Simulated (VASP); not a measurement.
# Rh (Cmcm) in VASP: notebook

The runs below take Rh through single point, with PBE.

All numbers are computed with VASP 6.6.1; they aren't measurements. Logs are shortened: lines on timing, memory, paths and dates and some standing lists are left out, and cuts for length are marked.

**1. The cell of the first run**

Symmetry: Cmcm, No. 63, orthorhombic system. Conventional cell: a = 3.830 Å, b = 3.830 Å, c = 3.830 Å, α = 90.00°, β = 90.00°, γ = 90.00°. Within 3.3 Å of Rh (site symmetry m2m) lie 12 Rh at 2.51 to 2.93 Å.

**2. Single point, PBE (atoms displaced along a vibrational mode)**

The input, INCAR:

```
SYSTEM = Rh
ALGO = Fast
EDIFF = 1E-6
ENCUT = 520
GGA = PE
ISIF = 2
ISMEAR = 0
LASPH = .True.
LCHARG = .True.
LELF = .True.
LREAL = .False.
LVHAR = .True.
LWAVE = .False.
NBANDS = 22
NELM = 60
PREC = Accurate
SIGMA = 0.15
```

The input, KPOINTS:

```
k-points
0
Gamma
  22 22 16
  0 0 0
```

The input, POSCAR:

```
Rh
1.0
    0.0000000000     -1.9149654119     -1.9149654119
    0.0000000000      1.9149654119     -1.9149654119
    3.8299308238      0.0000000000      0.0000000000
Rh
2
Direct
    0.5391651983      0.4608348017      0.5000000000
   -0.0391651983      0.0391651983      0.0000000000
```

Potentials or basis: VASP PAW PBE potentials, release 64 (Rh_pv).

The run is started by

```sh
$ cat potpaw_PBE.64/Rh_pv/POTCAR > POTCAR
$ mpirun -np 1 vasp_std > vasp.out
```

OUTCAR:

```text
SYSTEM = Rh
   EDIFF = 1E-6
   ENCUT = 520
   GGA = PE
   ISIF = 2
   ISMEAR = 0
   LASPH = .True.
   LREAL = .False.
   NELM = 60
   PREC = Accurate

 ion  position               nearest neighbor table
   1  0.539  0.461  0.500-   2 2.51   2 2.51   2 2.72   2 2.72   2 2.72   2 2.72   2 2.93   2 2.93

   2  0.961  0.039  0.000-   1 2.51   1 2.51   1 2.72   1 2.72   1 2.72   1 2.72   1 2.93   1 2.93

  LATTYP: Found a simple tetragonal cell.
 ALAT       =     2.7081700570
 C/A-ratio  =     1.4142135624

  Lattice vectors:

 A1 = (   0.0000000000,  -1.9149654119,  -1.9149654119)
 A2 = (   0.0000000000,   1.9149654119,  -1.9149654119)
 A3 = (   3.8299308238,   0.0000000000,   0.0000000000)

Analysis of symmetry for initial positions (statically):
=====================================================================
 Subroutine PRICEL returns:
 Original cell was already a primitive cell.

 Routine SETGRP: Setting up the symmetry group for a
 simple tetragonal supercell.

 Subroutine GETGRP returns: Found  8 space group operations
 (whereof  4 operations were pure point group operations)
 out of a pool of 16 trial point group operations.

The static configuration has the point symmetry C_2v.
 The point group associated with its full space group is D_2h.

Analysis of symmetry for dynamics (positions and initial velocities):
=====================================================================
 Subroutine PRICEL returns:
 Original cell was already a primitive cell.

 Routine SETGRP: Setting up the symmetry group for a
 simple tetragonal supercell.

 Subroutine GETGRP returns: Found  8 space group operations
 (whereof  4 operations were pure point group operations)
 out of a pool of 16 trial point group operations.

The dynamic configuration has the point symmetry C_2v.
 The point group associated with its full space group is D_2h.

 Subroutine INISYM returns: Found  8 space group operations
 (whereof  4 operations are pure point group operations),
 and found     1 'primitive' translations

----------------------------------------------------------------------------------------

                                     Primitive cell

  volume of cell :      28.0894

  direct lattice vectors                    reciprocal lattice vectors
     0.000000000 -1.914965412 -1.914965412     0.000000000 -0.261101322 -0.261101322
     0.000000000  1.914965412 -1.914965412     0.000000000  0.261101322 -0.261101322
     3.829930824  0.000000000  0.000000000     0.261101322  0.000000000  0.000000000

  length of vectors
     2.708170057  2.708170057  3.829930824     0.369253030  0.369253030  0.261101322

  position of ions in fractional coordinates (direct lattice)
     0.539165198  0.460834802  0.500000000
     0.960834802  0.039165198  0.000000000

  ion indices of the primitive-cell ions
   primitive index   ion index
                 1           1
                 2           2

----------------------------------------------------------------------------------------

 KPOINTS: k-points

Automatic generation of k-mesh.
 Grid dimensions read from file:
 generate k-points for:   22   22   16

 Generating k-lattice:

  Cartesian coordinates                     Fractional coordinates (reciprocal lattice)
     0.000000000 -0.011868242 -0.011868242     0.045454545  0.000000000  0.000000000
     0.000000000  0.011868242 -0.011868242     0.000000000  0.045454545  0.000000000
     0.016318833  0.000000000  0.000000000     0.000000000  0.000000000  0.062500000

  Length of vectors
     0.016784229  0.016784229  0.016318833

  Shift w.r.t. Gamma in fractional coordinates (k-lattice)
     0.000000000  0.000000000  0.000000000

 Subroutine IBZKPT returns following result:
 ===========================================

 Found   1197 irreducible k-points:

 Following reciprocal coordinates:
            Coordinates               Weight
  0.000000  0.000000  0.000000      1.000000
  0.045455  0.000000  0.000000      4.000000
  0.090909  0.000000  0.000000      4.000000
  0.136364  0.000000  0.000000      4.000000
  0.181818  0.000000  0.000000      4.000000
  0.227273  0.000000  0.000000      4.000000
[... 16 lines left out ...]
  0.272727  0.045455  0.000000      4.000000
 -0.045455  0.272727  0.000000      4.000000
 [... further k-points ...]
   k-points           NKPTS =   1197   k-points in BZ     NKDIM =   1197   number of bands    NBANDS=     22
   number of dos      NEDOS =    301   number of ions     NIONS =      2
   total plane-waves  NPLWV =  11200
   dimension x,y,z NGX =    20 NGY =   20 NGZ =   28
   dimension x,y,z NGXF=    40 NGYF=   40 NGZF=   56
   ions per type =               2
   NGX,Y,Z   is equivalent  to a cutoff of  12.28, 12.28, 12.15 a.u.
   NGXF,Y,Z  is equivalent  to a cutoff of  24.55, 24.55, 24.31 a.u.
 SYSTEM =  Rh
   PREC   = accura    normal or accurate (medium, high low for compatibility)
   ISTART =      0    job   : 0-new  1-cont  2-samecut
   ICHARG =      2    charge: 1-file 2-atom 10-const
   ISPIN  =      1    spin polarized calculation?
   LNONCOLLINEAR =      F non collinear calculations
   LSORBIT =      F    spin-orbit coupling
   LASPH  =      T    aspherical Exc in radial PAW
   ENCUT  =  520.0 eV  38.22 Ry    6.18 a.u.   5.04  5.04  7.12*2*pi/ulx,y,z
   NELM   =     60;   NELMIN=  2; NELMDL= -5     # of ELM steps
   EDIFF  = 0.1E-05   stopping-criterion for ELM
   LREAL  =      F    real-space projection
   EDIFFG = 0.1E-04   stopping-criterion for IOM
   NSW    =      0    number of steps for IOM
   IBRION =     -1    ionic relax: 0-MD 1-quasi-New 2-CG
   NFREE  =      0    steps in history (QN), initial steepest desc. (CG)
   ISIF   =      2    stress and relaxation
   ISYM   =      2    0-nonsym 1-usesym 2-fastsym
   POTIM  = 0.5000    time-step for ionic-motion
   TEBEG  =    0.0;   TEEND  =   0.0 temperature during run
   PSTRESS=    0.0 pullay stress
   NELECT =      30.0000    total number of electrons
   NUPDOWN=      -1.0000    fix difference up-down
   EMIN   =  10.00;   EMAX   =-10.00  energy-range for DOS
   EFERMI =   0.00;   METHOD = LEGACY
   ISMEAR =     0;   SIGMA  =   0.15  broadening in eV -4-tet -1-fermi 0-gaus
   EFERMI_NEDOS =   21; number of points for ismear=-14 and -15
   IALGO  =     68    algorithm
   IMIX   =      4    mixing-type and parameters
     AMIX     =   0.40;   BMIX     =  1.00
     AMIX_MAG =   1.60;   BMIX_MAG =  1.00
  volume/ion in A,a.u.               =      14.04        94.78
  Fermi-wavevector in a.u.,A,eV,Ry     =   1.673405  3.162276 38.100167  2.800283
  Thomas-Fermi vector in A             =   2.758382
   LORBIT       =      0    0 simple, 1 ext, 2 COOP (PROOUT), +10 PAW based schemes
   GGA     = PE    functional components
   LHFCALC =     F    Hartree Fock is set to
   AEXX    =    0.0000 exact exchange contribution
   IVDW    =     0    specifies the selected vdW correction
   LEPSILON=     F    determine dielectric tensor
   LRPA    =     F    only Hartree local field effects (RPA)
 non-spin polarized calculation
 RMM-DIIS sequential band-by-band and
 Gauss-broadening in eV      SIGMA  =   0.15
  energy-cutoff  :      520.00
  volume of cell :       28.09
 maximum number of plane-waves:       776
   NGX = 11   NGY = 11   NGZ = 15

 number of electron      30.0000000 magnetization

 Free energy of the ion-electron system (eV)
  ---------------------------------------------------
  ext. energy  EPLUGINS =         0.00000000
  ---------------------------------------------------
  free energy    TOTEN  =       -14.25241033 eV

  energy without entropy =      -14.21767480  energy(sigma->0) =      -14.23504257

 E-fermi :  11.5744     XC(G=0): -13.8760

 val. band max:       11.5739553283   @ k =   0.3636   0.0000   0.3125
 cond. band min:      11.5743931577   @ k =   0.3636   0.3182   0.3750
 fundamental gap:      0.0004378294
 Fermi energy:        11.5743625669

 k-point     1 :       0.0000    0.0000    0.0000
  band No.  band energies     occupation
      1     -35.5843      2.00000
      2     -35.0905      2.00000
      3     -35.0057      2.00000
      4     -34.8186      2.00000
      5     -34.8035      2.00000
      6     -34.7941      2.00000
[... 14 lines left out ...]
     21      25.2597      0.00000
     22      28.2624      0.00000

 k-point     2 :       0.0455    0.0000    0.0000
  band No.  band energies     occupation
      1     -35.5806      2.00000
      2     -35.0932      2.00000
      3     -35.0081      2.00000
      4     -34.8210      2.00000
      5     -34.8094      2.00000
      6     -34.7968      2.00000
[... 14 lines left out ...]
     21      25.3325      0.00000
     22      28.3257      0.00000

 k-point     3 :       0.0909    0.0000    0.0000
  band No.  band energies     occupation
      1     -35.5697      2.00000
      2     -35.1030      2.00000
      3     -35.0134      2.00000
      4     -34.8326      2.00000
      5     -34.8282      2.00000
      6     -34.7988      2.00000
[... 14 lines left out ...]
     21      25.6334      0.00000
     22      28.5062      0.00000

 k-point     4 :       0.1364    0.0000    0.0000
  band No.  band energies     occupation
      1     -35.5520      2.00000
      2     -35.1229      2.00000
      3     -35.0177      2.00000
      4     -34.8703      2.00000
      5     -34.8400      2.00000
      6     -34.8002      2.00000
[... 14 lines left out ...]
     21      26.1080      0.00000
     22      28.7745      0.00000

 k-point     5 :       0.1818    0.0000    0.0000
  band No.  band energies     occupation
      1     -35.5284      2.00000
      2     -35.1527      2.00000
      3     -35.0213      2.00000
      4     -34.9156      2.00000
      5     -34.8561      2.00000
      6     -34.8023      2.00000
[... 417 lines left out ...]
 k-point    22 :      -0.0455    0.2273    0.0000
  band No.  band energies     occupation
      1     -35.4962      2.00000
      2     -35.1836      2.00000
      3     -35.0521      2.00000
      4     -34.9500      2.00000
      5     -34.8783      2.00000
      6     -34.8113      2.00000
[... 14 lines left out ...]
     21      27.1421      0.00000
     22      29.4699      0.00000

 k-point    23 :       0.2727    0.0455    0.0000
  band No.  band energies     occupation
      1     -35.4652      2.00000
      2     -35.2318      2.00000
      3     -35.0725      2.00000
      4     -34.9714      2.00000
      5     -34.9001      2.00000
      6     -34.8160      2.00000
[... 14 lines left out ...]
     21      27.2453      0.00000
     22      29.3404      0.00000

 k-point    24 :      -0.0455    0.2727    0.0000
  band No.  band energies     occupation
      1     -35.4643      2.00000
      2     -35.2218      2.00000
      3     -35.0899      2.00000
      4     -34.9649      2.00000
      5     -34.9012      2.00000
      6     -34.8152      2.00000
[... 14 lines left out ...]
     21      27.7264      0.00000
     22      28.8924      0.00000

 [... further k-points ...]

------------------------ aborting loop because EDIFF is reached ----------------------------------------

  FORCE on cell =-STRESS in cart. coord.  units (eV):
  Direction    XX          YY          ZZ          XY          YZ          ZX
  --------------------------------------------------------------------------------------
  -------------------------------------------------------------------------------------
  Total        1.8962230      1.5666203     -0.3243282      0.0000000      0.0000000      0.0000000
  in kB      108.1576400     89.3576116    -18.4991804      0.0000000      0.0000000      0.0000000
  external PRESSURE =      59.6720237 kB  Pullay stress =       0.0000000 kB

 VOLUME and BASIS-vectors are now :
 -----------------------------------------------------------------------------
  energy-cutoff  :      520.00
  volume of cell :       28.09
      direct lattice vectors                 reciprocal lattice vectors
     0.000000000 -1.914965412 -1.914965412     0.000000000 -0.261101322 -0.261101322
     0.000000000  1.914965412 -1.914965412     0.000000000  0.261101322 -0.261101322
     3.829930824  0.000000000  0.000000000     0.261101322  0.000000000  0.000000000

 POSITION                                       TOTAL-FORCE (eV/Angst)
 -----------------------------------------------------------------------------------
      1.91497     -0.15000     -1.91497         0.000000      1.910569      0.000000
      0.00000     -1.76497     -1.91497         0.000000     -1.910569      0.000000
 -----------------------------------------------------------------------------------
    total drift:                               -0.000000      0.000000     -0.000000

  FREE ENERGIE OF THE ION-ELECTRON SYSTEM (eV)
  ---------------------------------------------------
  free  energy   TOTEN  =       -14.2524103256 eV

  energy  without entropy=      -14.2176748046  energy(sigma->0) =      -14.23504257
```

Wall time 3.1 min (1 thread of Intel Xeon 6975P-C (Granite Rapids), shared host); peak memory 0.61 GiB.

What came out:

```
Free energy            : -14.2524 eV
Pressure               : 6.0 GPa
Largest force          : 1.911 eV/Å
Band gap on the k mesh : zero (bands 15 and 16 overlap by 2.08 eV)
```

Forces in eV/Å, atoms in the order of the input:
```
Rh   0.000  1.911  0.000
Rh   0.000 -1.911  0.000
```

Levels at points of the mesh, in eV from the Fermi level:
| k point | band 11 | band 12 | band 13 | band 14 | band 15 | band 16 | band 17 | band 18 | band 19 | band 20 |
| --- | --- | --- | --- | --- | --- | --- | --- | --- | --- | --- |
| (0.00, 0.00, 0.00) | -3.22 | -2.79 | -1.32 | -0.76 | 0.33 | 0.42 | 0.95 | 3.22 | 11.87 | 13.62 |
| (0.50, 0.00, 0.00) | -3.52 | -3.29 | -1.74 | -1.59 | -1.42 | -0.28 | 2.33 | 3.54 | 11.86 | 12.79 |
| (0.50, 0.50, 0.00) | -0.11 | 0.43 | 0.55 | 0.80 | 0.89 | 1.02 | 3.20 | 4.06 | 10.97 | 11.96 |
| (0.00, 0.00, 0.50) | -2.47 | -2.47 | -1.19 | -1.19 | -1.14 | -1.14 | -0.02 | -0.02 | 16.85 | 16.85 |
| (0.50, 0.00, 0.50) | -2.90 | -2.90 | 0.14 | 0.14 | 0.26 | 0.26 | 1.20 | 1.20 | 8.21 | 8.21 |
| (0.50, 0.50, 0.50) | -3.75 | -3.75 | -0.91 | -0.91 | 0.91 | 0.91 | 8.25 | 8.25 | 9.46 | 9.46 |

Caveat: the cell differs from its parent crystal (atoms displaced along a vibrational mode); the stress differs along the axes, from -2 to 11 GPa; forces of over 1 eV/Å act on the atoms, so gaps and moduli don't describe the material at rest.

**3. Single point, PBE (atoms displaced along a vibrational mode)**

The input, INCAR:

```
SYSTEM = Rh
ALGO = Fast
EDIFF = 1E-6
ENCUT = 520
GGA = PE
ISIF = 2
ISMEAR = 0
LASPH = .TRUE.
LCHARG = .FALSE.
LREAL = .FALSE.
LWAVE = .FALSE.
NBANDS = 22
NELM = 80
PREC = Accurate
SIGMA = 0.15
```

The input, KPOINTS:

```
k-points
0
G
  22 22 16
  0 0 0
```

The input, POSCAR:

```
Rh
1.0
    0.0000000000     -1.9149654119     -1.9149654119
    0.0000000000      1.9149654119     -1.9149654119
    3.8299308238      0.0000000000      0.0000000000
Rh
2
Direct
    0.4804174009      0.5195825991      0.5000000000
    0.0195825991     -0.0195825991      0.0000000000
```

Potentials or basis: VASP PAW PBE potentials, release 64 (Rh_pv).

The run is started by

```sh
$ cat potpaw_PBE.64/Rh_pv/POTCAR > POTCAR
$ mpirun -np 1 vasp_std > vasp.out
```

Run time: 3.3 min. Hardware: 1 thread of Intel Xeon 6975P-C (Granite Rapids), shared host; peak memory 0.6 GiB.

Results (log left out):

```yaml
Free_energy: -14.4637 eV
Pressure: 1.6 GPa
Largest_force: 0.924 eV/Å
Band_gap_on_the_k_mesh: zero (bands 15 and 16 overlap by 2.26 eV)
```

Forces in eV/Å, atoms in the order of the input:
```
Rh   0.000 -0.924  0.000
Rh   0.000  0.924  0.000
```

Stress tensor (GPa, compression positive):
```
 2.75  0.00  0.00
 0.00  2.40  0.00
 0.00  0.00 -0.48
```

Levels at points of the mesh, in eV from the Fermi level:
```
           k point  band 11  band 12  band 13  band 14  band 15  band 16  band 17  band 18  band 19  band 20
(0.00, 0.00, 0.00)    -3.04    -2.93    -1.05    -0.91     0.47     0.82     0.96     3.24    11.97    13.31
(0.50, 0.00, 0.00)    -3.48    -3.24    -1.82    -1.69    -1.40    -0.65     2.67     3.28    12.51    13.34
(0.50, 0.50, 0.00)     0.34     0.50     0.85     0.91     0.94     0.97     3.23     3.48    11.67    12.00
(0.00, 0.00, 0.50)    -2.06    -2.06    -1.33    -1.33    -1.32    -1.32    -0.19    -0.19    17.69    17.69
(0.50, 0.00, 0.50)    -3.01    -3.01     0.39     0.39     0.47     0.47     0.94     0.94     8.37     8.37
(0.50, 0.50, 0.50)    -3.70    -3.70    -1.10    -1.10     0.94     0.94     9.05     9.05     9.47     9.47
```

Caveat: the cell differs from its parent crystal (atoms displaced along a vibrational mode).
